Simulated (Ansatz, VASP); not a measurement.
Given: the input of a run of Ansatz 0.2.0 on Zn.

Contents of input.yaml:

```yaml
crystal:
  lattice:
    - [2.652079997, 0.0, 0.0]
    - [-1.3260399985, 2.2967686502, 0.0]
    - [0.0, 0.0, 4.9326701367]
  atoms:
    - { symbol: Zn, position: [0.6666666667, 0.3333333333, 0.75] }
    - { symbol: Zn, position: [0.3333333333, 0.6666666667, 0.25] }
hamiltonian:
  xc: r2scan
  pseudopotentials: { kind: paw }
kpoints:
  mp_grid: { grid: [11, 11, 6] }
scf:
  occupations: { method: fermi_dirac, width: 0.05 }
output:
  forces: true
  stress: true
  eigenvalues: true
```

Potentials or basis: Ansatz PAW.

Run with:

```bash
$ ansatz run input.yaml --threads 2 --pin off --max-ram 5632MiB --backend cpu --events-out ev --progress --plain --runs-dir out
```

Task: Translate it to VASP 6.6.1. Potentials there: VASP PAW PBE potentials, release 64 (Zn).

Result: As run (the cutoff follows the program's own potentials):

Contents of POSCAR:

```
Zn
1.0
    2.6520799970      0.0000000000      0.0000000000
   -1.3260399985      2.2967686502      0.0000000000
    0.0000000000      0.0000000000      4.9326701367
Zn
2
Direct
    0.6666666667      0.3333333333      0.7500000000
    0.3333333333      0.6666666667      0.2500000000
```

The input INCAR.step1:

```
  ALGO = Normal
  EDIFF = 1E-4
  ENCUT = 520
  GGA = PE
  ISMEAR = -1
  LASPH = True
  LCHARG = False
  LREAL = False
  LWAVE = True
  NBANDS = 19
  NELM = 100
  PREC = Accurate
  SIGMA = 0.05
```

INCAR.step2

```
  ALGO = Normal
  EDIFF = 1E-6
  ENCUT = 520
  ISIF = 2
  ISMEAR = -1
  ISTART = 1
  LASPH = True
  LCHARG = True
  LELF = True
  LMIXTAU = True
  LREAL = False
  LVHAR = True
  LWAVE = False
  METAGGA = R2SCAN
  NBANDS = 19
  NELM = 100
  PREC = Accurate
  SIGMA = 0.05
```

KPOINTS

```
k-points
0
Gamma
  11 11 6
```

Potentials or basis: VASP PAW PBE potentials, release 64 (Zn).

Command:

```console
$ cat potpaw_PBE.64/Zn/POTCAR > POTCAR
$ cp INCAR.step1 INCAR
$ mpirun -np 1 vasp_std > vasp.out
$ cp INCAR.step2 INCAR
$ mpirun -np 1 vasp_std > vasp.out
```

Both were run:

|  | VASP | Ansatz | Ansatz less VASP |
| --- | --- | --- | --- |
| gap on the k mesh at the Fermi level (eV) | none | none | - |
| pressure (GPa) | -3.0 | -3.3 | -0.30 |
| traceless stress, the component that is largest in VASP (GPa) | -0.53 | -0.34 | +0.196 |

VASP's potentials were made for PBE, not for r2SCAN. A gap of «none» marks a metal or a gap that the smearing closes.
